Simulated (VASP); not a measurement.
ZnRe2:

```
Zn Re
1.0
     0.00000    2.89556    2.89556
     2.89556    0.00000    2.89556
     2.89556    2.89556    0.00000
Zn Re
1 2
Direct
  0.00000 0.00000 0.00000
  0.75000 0.75000 0.75000
  0.25000 0.25000 0.25000
```

* Program: VASP 6.6.1
* Task: relaxation of cell and atoms
* Functional: LDA
* Potentials or basis: VASP PAW LDA potentials, release 64 (Zn, Re)
* Cutoff: 600 eV
* k mesh: 8 × 8 × 8
* Occupations: fermi-dirac, width 0.05 eV
* Spin: no spin polarisation

At the start: pressure -11.3 GPa; volume 16.18 Å³/atom.

Question: How do energy, volume and symmetry change on relaxing?

Answer: Over 4 steps the energy falls by 29.0 meV/atom and the volume is 15.40 Å³/atom (-4.9 %); space group Fm-3m (No. 225, to 0.05 Å).

Step by step:
| step | energy change (eV) | largest force (eV/Å) | pressure (GPa) | volume (Å³) |
| --- | --- | --- | --- | --- |
| 1 | 0.0000 | 0.0000 | -11.25 | 48.55 |
| 2 | 0.4907 | 0.0000 | 39.88 | 41.00 |
| 3 | -0.0869 | 0.0000 | -0.62 | 46.29 |
| 4 | -0.0871 | 0.0000 | -0.08 | 46.20 |

Final structure:
```yaml
crystal:
  lattice:
    - [0.00000, 2.84788, 2.84788]
    - [2.84788, 0.00000, 2.84788]
    - [2.84788, 2.84788, 0.00000]
  atoms:
    - { symbol: Zn, position: [0.00000, 0.00000, 0.00000] }
    - { symbol: Re, position: [0.75000, 0.75000, 0.75000] }
    - { symbol: Re, position: [0.25000, 0.25000, 0.25000] }
```
